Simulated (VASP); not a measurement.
A run of VASP 6.6.1:

File INCAR:

```
SYSTEM = TiSn2
PREC = Accurate
ENCUT = 520
EDIFF = 1E-6
ISMEAR = 0
SIGMA = 0.1664
LREAL = .False.
LASPH = .True.
NELM = 150
ALGO = Normal
ISIF = 2
LWAVE = .False.
LCHARG = .False.
LNONCOLLINEAR = .True.
MAGMOM = 0 0 0 0 0 0 0 0 0
LORBIT = 11
LSORBIT = .True.
GGA_COMPAT = .False.
LORBMOM = .True.
LMAXMIX = 4
GGA = PE
NBANDS = 53
```

KPOINTS

```
Automatic mesh
0
Gamma
  5 5 5
  0 0 0
```

File POSCAR:

```
TiSn2
1.0
   -2.5988550832      2.5993334815      0.0000000000
    2.5988550832      0.0000000000      4.7685785412
    2.5988550832      2.5993334815      0.0000000000
Ti Sn
1 2
Direct
    0.0000000000      0.0000000000      0.0000000000
    0.3424056290      0.6848112581      0.6575943710
    0.6575943710      0.3151887419      0.3424056290
```

Potentials or basis: VASP PAW PBE potentials, release 64 (Ti_sv, Sn_d).

Run with:

```bash
$ cat potpaw_PBE.64/Ti_sv/POTCAR potpaw_PBE.64/Sn_d/POTCAR > POTCAR
$ mpirun -np 1 vasp_ncl > vasp.out
```

Hardware: 1 thread of AMD EPYC 7R43 64-Core Processor (Zen 3) (shared host).

Task: Estimate the wall time of this run.

Result: It took 3.1 min on 1 thread of AMD EPYC 7R43 64-Core Processor (Zen 3), with other jobs on the host, peak memory 0.34 GiB. Counts: scf iterations 14, k points 27.
